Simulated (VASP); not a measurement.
# SnTe (Fm-3m) in VASP: notebook

The runs below take SnTe through single point, relaxation of cell and atoms, with LDA, PBE, PBE+D4.

All numbers are computed with VASP 6.6.1; they aren't measurements. Logs are shortened: lines on timing, memory, paths and dates and some standing lists are left out, and cuts for length are marked.

**1. The cell of the first run**

It takes space group Fm-3m (No. 225, cubic). The conventional cell has a = 6.302 Å, b = 6.302 Å, c = 6.302 Å, α = 90.00°, β = 90.00°, γ = 90.00°. Within 4.1 Å of Te (site symmetry m-3m) lie 6 Sn at 3.15 Å. Sn (site symmetry m-3m) has 6 Te at 3.15 Å within 4.1 Å.

**2. Single point, LDA**

The input, INCAR:

```
PREC = Accurate
ENCUT = 520
EDIFF = 1E-7
ISMEAR = -1
SIGMA = 0.05
LREAL = False
LASPH = True
NELM = 60
ALGO = Normal
ISIF = 2
LWAVE = False
LCHARG = True
LELF = True
LVHAR = True
NBANDS = 17
```

The input, KPOINTS:

```
Automatic mesh
0
Gamma
  7 7 7
```

The input, POSCAR:

```
SnTe
1.0
    0.0000000000      3.1508500000      3.1508500000
    3.1508500000      0.0000000000      3.1508500000
    3.1508500000      3.1508500000      0.0000000000
Te Sn
1 1
Direct
    0.5000000000      0.5000000000      0.5000000000
    0.0000000000      0.0000000000      0.0000000000
```

Potentials or basis: VASP PAW LDA potentials, release 64 (Te, Sn_d).

Launch:

```sh
$ cat potpaw_LDA.64/Te/POTCAR potpaw_LDA.64/Sn_d/POTCAR > POTCAR
$ mpirun -np 1 vasp_std > vasp.out
```

OUTCAR:

```text
PREC = Accurate
   ENCUT = 520
   EDIFF = 1E-7
   ISMEAR = -1
   LREAL = False
   LASPH = True
   NELM = 60
   ISIF = 2

 ion  position               nearest neighbor table
   1  0.500  0.500  0.500-   2 3.15   2 3.15   2 3.15   2 3.15   2 3.15   2 3.15
   2  0.000  0.000  0.000-   1 3.15   1 3.15   1 3.15   1 3.15   1 3.15   1 3.15

  LATTYP: Found a face centered cubic cell.
 ALAT       =     6.3017000000

  Lattice vectors:

 A1 = (   0.0000000000,   3.1508500000,   3.1508500000)
 A2 = (   3.1508500000,   0.0000000000,   3.1508500000)
 A3 = (   3.1508500000,   3.1508500000,   0.0000000000)

Analysis of symmetry for initial positions (statically):
=====================================================================
 Subroutine PRICEL returns:
 Original cell was already a primitive cell.

 Routine SETGRP: Setting up the symmetry group for a
 face centered cubic supercell.

 Subroutine GETGRP returns: Found 48 space group operations
 (whereof 48 operations were pure point group operations)
 out of a pool of 48 trial point group operations.

The static configuration has the point symmetry O_h .

Analysis of symmetry for dynamics (positions and initial velocities):
=====================================================================
 Subroutine PRICEL returns:
 Original cell was already a primitive cell.

 Routine SETGRP: Setting up the symmetry group for a
 face centered cubic supercell.

 Subroutine GETGRP returns: Found 48 space group operations
 (whereof 48 operations were pure point group operations)
 out of a pool of 48 trial point group operations.

The dynamic configuration has the point symmetry O_h .

 Subroutine INISYM returns: Found 48 space group operations
 (whereof 48 operations are pure point group operations),
 and found     1 'primitive' translations

----------------------------------------------------------------------------------------

                                     Primitive cell

  volume of cell :      62.5624

  direct lattice vectors                    reciprocal lattice vectors
     0.000000000  3.150850000  3.150850000    -0.158687338  0.158687338  0.158687338
     3.150850000  0.000000000  3.150850000     0.158687338 -0.158687338  0.158687338
     3.150850000  3.150850000  0.000000000     0.158687338  0.158687338 -0.158687338

  length of vectors
     4.455974803  4.455974803  4.455974803     0.274854533  0.274854533  0.274854533

  position of ions in fractional coordinates (direct lattice)
     0.500000000  0.500000000  0.500000000
     0.000000000  0.000000000  0.000000000

  ion indices of the primitive-cell ions
   primitive index   ion index
                 1           1
                 2           2

----------------------------------------------------------------------------------------

 KPOINTS: Automatic mesh

Automatic generation of k-mesh.
 Grid dimensions read from file:
 generate k-points for:    7    7    7

 Generating k-lattice:

  Cartesian coordinates                     Fractional coordinates (reciprocal lattice)
    -0.022669620  0.022669620  0.022669620     0.142857143  0.000000000  0.000000000
     0.022669620 -0.022669620  0.022669620     0.000000000  0.142857143  0.000000000
     0.022669620  0.022669620 -0.022669620     0.000000000  0.000000000  0.142857143

  Length of vectors
     0.039264933  0.039264933  0.039264933

  Shift w.r.t. Gamma in fractional coordinates (k-lattice)
     0.000000000  0.000000000  0.000000000

 Subroutine IBZKPT returns following result:
 ===========================================

 Found     20 irreducible k-points:

 Following reciprocal coordinates:
            Coordinates               Weight
  0.000000  0.000000  0.000000      1.000000
  0.142857  0.000000  0.000000      8.000000
  0.285714  0.000000  0.000000      8.000000
  0.428571  0.000000  0.000000      8.000000
  0.142857  0.142857  0.000000      6.000000
  0.285714  0.142857  0.000000     24.000000
[... 12 lines left out ...]
 -0.428571  0.428571  0.142857     24.000000
 -0.285714  0.428571  0.142857     24.000000
   k-points           NKPTS =     20   k-points in BZ     NKDIM =     20   number of bands    NBANDS=     17
   number of dos      NEDOS =    301   number of ions     NIONS =      2
   total plane-waves  NPLWV =  46656
   dimension x,y,z NGX =    36 NGY =   36 NGZ =   36
   dimension x,y,z NGXF=    72 NGYF=   72 NGZF=   72
   ions per type =               1   1
   NGX,Y,Z   is equivalent  to a cutoff of  13.43, 13.43, 13.43 a.u.
   NGXF,Y,Z  is equivalent  to a cutoff of  26.86, 26.86, 26.86 a.u.
 SYSTEM =  unknown system
   PREC   = accura    normal or accurate (medium, high low for compatibility)
   ISTART =      0    job   : 0-new  1-cont  2-samecut
   ICHARG =      2    charge: 1-file 2-atom 10-const
   ISPIN  =      1    spin polarized calculation?
   LNONCOLLINEAR =      F non collinear calculations
   LSORBIT =      F    spin-orbit coupling
   LASPH  =      T    aspherical Exc in radial PAW
   ENCUT  =  520.0 eV  38.22 Ry    6.18 a.u.   8.29  8.29  8.29*2*pi/ulx,y,z
   NELM   =     60;   NELMIN=  2; NELMDL= -5     # of ELM steps
   EDIFF  = 0.1E-06   stopping-criterion for ELM
   LREAL  =      F    real-space projection
   EDIFFG = 0.1E-05   stopping-criterion for IOM
   NSW    =      0    number of steps for IOM
   IBRION =     -1    ionic relax: 0-MD 1-quasi-New 2-CG
   NFREE  =      0    steps in history (QN), initial steepest desc. (CG)
   ISIF   =      2    stress and relaxation
   ISYM   =      2    0-nonsym 1-usesym 2-fastsym
   POTIM  = 0.5000    time-step for ionic-motion
   TEBEG  =    0.0;   TEEND  =   0.0 temperature during run
   PSTRESS=    0.0 pullay stress
   NELECT =      20.0000    total number of electrons
   NUPDOWN=      -1.0000    fix difference up-down
   EMIN   =  10.00;   EMAX   =-10.00  energy-range for DOS
   EFERMI =   0.00;   METHOD = LEGACY
   ISMEAR =    -1;   SIGMA  =   0.05  broadening in eV -4-tet -1-fermi 0-gaus
   EFERMI_NEDOS =   21; number of points for ismear=-14 and -15
   IALGO  =     38    algorithm
   IMIX   =      4    mixing-type and parameters
     AMIX     =   0.40;   BMIX     =  1.00
     AMIX_MAG =   1.60;   BMIX_MAG =  1.00
  volume/ion in A,a.u.               =      31.28       211.10
  Fermi-wavevector in a.u.,A,eV,Ry     =   1.119387  2.115336 17.048485  1.253028
  Thomas-Fermi vector in A             =   2.256026
   LORBIT       =      0    0 simple, 1 ext, 2 COOP (PROOUT), +10 PAW based schemes
   GGA     = CA    functional components
   LHFCALC =     F    Hartree Fock is set to
   AEXX    =    0.0000 exact exchange contribution
   IVDW    =     0    specifies the selected vdW correction
   LEPSILON=     F    determine dielectric tensor
   LRPA    =     F    only Hartree local field effects (RPA)
 non-spin polarized calculation
  energy-cutoff  :      520.00
  volume of cell :       62.56
 maximum number of plane-waves:      1705
 NGX is ok and might be reduce to    36
   NGX = 17   NGY = 17   NGZ = 17

 number of electron      19.9999998 magnetization

 Free energy of the ion-electron system (eV)
  ---------------------------------------------------
  ext. energy  EPLUGINS =         0.00000000
  ---------------------------------------------------
  free energy    TOTEN  =        -8.82960042 eV

  energy without entropy =       -8.82952882  energy(sigma->0) =       -8.82956462

 E-fermi :   6.7605     XC(G=0):  -9.7409

 val. band max:        6.4408018186   @ k =   0.4286   0.0000   0.0000
 cond. band min:       7.1011357071   @ k =   0.4286   0.0000   0.0000
 fundamental gap:      0.6603338885
 Fermi energy:         6.7604536849

 k-point     1 :       0.0000    0.0000    0.0000
  band No.  band energies     occupation
      1     -15.0559      2.00000
      2     -15.0559      2.00000
      3     -15.0465      2.00000
      4     -15.0465      2.00000
      5     -15.0465      2.00000
      6      -6.0867      2.00000
[... 9 lines left out ...]
     16      11.5114      0.00000
     17      13.4963      0.00000

 k-point     2 :       0.1429    0.0000    0.0000
  band No.  band energies     occupation
      1     -15.0567      2.00000
      2     -15.0567      2.00000
      3     -15.0462      2.00000
      4     -15.0454      2.00000
      5     -15.0454      2.00000
      6      -5.9159      2.00000
[... 9 lines left out ...]
     16      11.9240      0.00000
     17      14.8151      0.00000

 k-point     3 :       0.2857    0.0000    0.0000
  band No.  band energies     occupation
      1     -15.0588      2.00000
      2     -15.0588      2.00000
      3     -15.0455      2.00000
      4     -15.0424      2.00000
      5     -15.0424      2.00000
      6      -5.4478      2.00000
[... 9 lines left out ...]
     16      13.0599      0.00000
     17      17.1770      0.00000

 k-point     4 :       0.4286    0.0000    0.0000
  band No.  band energies     occupation
      1     -15.0608      2.00000
      2     -15.0608      2.00000
      3     -15.0450      2.00000
      4     -15.0399      2.00000
      5     -15.0399      2.00000
      6      -4.9105      2.00000
[... 9 lines left out ...]
     16      14.7898      0.00000
     17      16.2091      0.00000
[... 263 lines left out ...]
      1     -15.0653      2.00000
      2     -15.0575      2.00000
      3     -15.0443      2.00000
      4     -15.0411      2.00000
      5     -15.0379      2.00000
      6      -4.6577      2.00000
[... 9 lines left out ...]
     16      15.5125      0.00000
     17      16.7101      0.00000

 k-point    19 :      -0.4286    0.4286    0.1429
  band No.  band energies     occupation
      1     -15.0699      2.00000
      2     -15.0540      2.00000
      3     -15.0476      2.00000
      4     -15.0385      2.00000
      5     -15.0360      2.00000
      6      -4.5425      2.00000
[... 9 lines left out ...]
     16      16.3567      0.00000
     17      17.2806      0.00000

 k-point    20 :      -0.2857    0.4286    0.1429
  band No.  band energies     occupation
      1     -15.0679      2.00000
      2     -15.0561      2.00000
      3     -15.0444      2.00000
      4     -15.0414      2.00000
      5     -15.0360      2.00000
      6      -4.4536      2.00000
[... 9 lines left out ...]
     16      16.5158      0.00000
     17      17.1507      0.00000

------------------------ aborting loop because EDIFF is reached ----------------------------------------

  FORCE on cell =-STRESS in cart. coord.  units (eV):
  Direction    XX          YY          ZZ          XY          YZ          ZX
  --------------------------------------------------------------------------------------
  -------------------------------------------------------------------------------------
  Total       -0.5965330     -0.5965330     -0.5965330      0.0000000      0.0000000      0.0000000
  in kB      -15.2767820    -15.2767820    -15.2767820      0.0000000      0.0000000      0.0000000
  external PRESSURE =     -15.2767820 kB  Pullay stress =       0.0000000 kB

 VOLUME and BASIS-vectors are now :
 -----------------------------------------------------------------------------
  energy-cutoff  :      520.00
  volume of cell :       62.56
      direct lattice vectors                 reciprocal lattice vectors
     0.000000000  3.150850000  3.150850000    -0.158687338  0.158687338  0.158687338
     3.150850000  0.000000000  3.150850000     0.158687338 -0.158687338  0.158687338
     3.150850000  3.150850000  0.000000000     0.158687338  0.158687338 -0.158687338

 POSITION                                       TOTAL-FORCE (eV/Angst)
 -----------------------------------------------------------------------------------
      3.15085      3.15085      3.15085        -0.000000      0.000000     -0.000000
      0.00000      0.00000      0.00000         0.000000     -0.000000      0.000000
 -----------------------------------------------------------------------------------
    total drift:                               -0.000000      0.000000      0.000000

  FREE ENERGIE OF THE ION-ELECTRON SYSTEM (eV)
  ---------------------------------------------------
  free  energy   TOTEN  =        -8.8296004187 eV

  energy  without entropy=       -8.8295288165  energy(sigma->0) =       -8.82956462
```

Run time: 61 s. Hardware: 1 thread of AMD EPYC 7R13, shared host; peak memory 0.15 GiB.

What came out:

```
Free energy : -8.8296 eV
Pressure    : -1.5 GPa
```

Caveat: this odd mesh misses L, so gap, dielectric constants and Born charges aren't listed; spin-orbit coupling is left out, which moves the levels of the heavy elements.

**3. Single point, PBE**

This run uses another cell than the first one, of 32.92 Å³/atom.

The input, INCAR:

```
PREC = Accurate
ENCUT = 520
EDIFF = 1E-6
ISMEAR = -1
SIGMA = 0.05
LREAL = False
LASPH = True
NELM = 100
ALGO = Normal
ISIF = 2
LWAVE = False
LCHARG = False
GGA = PE
NBANDS = 17
```

KPOINTS is that of step 2.

The input, POSCAR:

```
SnTe
1.0
    0.0000000000      3.2048361606      3.2048361606
    3.2048361606      0.0000000000      3.2048361606
    3.2048361606      3.2048361606      0.0000000000
Te Sn
1 1
Direct
    0.5000000000      0.5000000000      0.5000000000
    0.0000000000      0.0000000000      0.0000000000
```

Potentials or basis: VASP PAW PBE potentials, release 64 (Te, Sn_d).

Launch:

```sh
$ cat potpaw_PBE.64/Te/POTCAR potpaw_PBE.64/Sn_d/POTCAR > POTCAR
$ mpirun -np 1 vasp_std > vasp.out
```

Run time: 59 s. Hardware: 1 thread of AMD EPYC 7R13, shared host; peak memory 0.18 GiB.

The run converged. Its results:

```
Free energy : -7.5686 eV
Pressure    : -0.1 GPa
```

Levels at points of the mesh, in eV from the Fermi level:
```
           k point  band 6  band 7  band 8  band 9  band 10  band 11  band 12  band 13  band 14  band 15
(0.00, 0.00, 0.00)  -12.48   -4.91   -2.05   -2.05    -2.05     3.20     3.20     3.20     4.80     4.80
```

Caveat: this odd mesh misses L, so gap, dielectric constants and Born charges aren't listed; spin-orbit coupling is left out, which moves the levels of the heavy elements.

(Continued in part 2 of 2.)
